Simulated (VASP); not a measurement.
Wanted: the native input for a VASP 6.6.1 run.

```yaml
Task: single point
Functional: LDA
Potentials_or_basis: VASP PAW LDA potentials, release 64 (Mg, O)
Cutoff: 600 eV
k_mesh: 4 × 4 × 4
Occupations: gaussian, width 0.01 eV
Spin: no spin polarisation
Dipole_correction: no
Further_INCAR_settings: ALGO = Normal; EDIFF = 1e-06; NBANDS = 11
```

The structure of MgO lies in POSCAR:

```
MgO
1.0
    0.0000000000      2.2820056624      2.2820056624
    2.2820056624      0.0000000000      2.2820056624
    2.2820056624      2.2820056624      0.0000000000
Mg O
1 1
Direct
    0.0000000000      0.0000000000      0.0000000000
    0.2500000000      0.2500000000      0.2500000000
```

One way to write it, as run:

INCAR

```
SYSTEM = MgO
ALGO = Normal
EDIFF = 1E-6
ENCUT = 600
GGA = CA
GGA_COMPAT = .False.
ISIF = 2
ISMEAR = 0
LASPH = .True.
LCHARG = .True.
LELF = .True.
LREAL = .False.
LVHAR = .True.
LWAVE = .False.
NBANDS = 11
NELM = 120
PREC = Accurate
SIGMA = 0.01
```

KPOINTS

```
k-points
0
Gamma
  4 4 4
  0 0 0
```

Potentials or basis: VASP PAW LDA potentials, release 64 (Mg, O).

Launch:

```sh
$ cat potpaw_LDA.64/Mg/POTCAR potpaw_LDA.64/O/POTCAR > POTCAR
$ mpirun -np 1 vasp_std > vasp.out
```

It gave:

```
Pressure               : -4.9 GPa
Band gap on the k mesh : 3.55 eV, direct
```

Caveat: the k points lie up to 0.60 Å⁻¹ apart.

It used 5.8 s of CPU time on 1 thread of AMD EPYC 7R13 Processor (Zen 3), on a shared host.
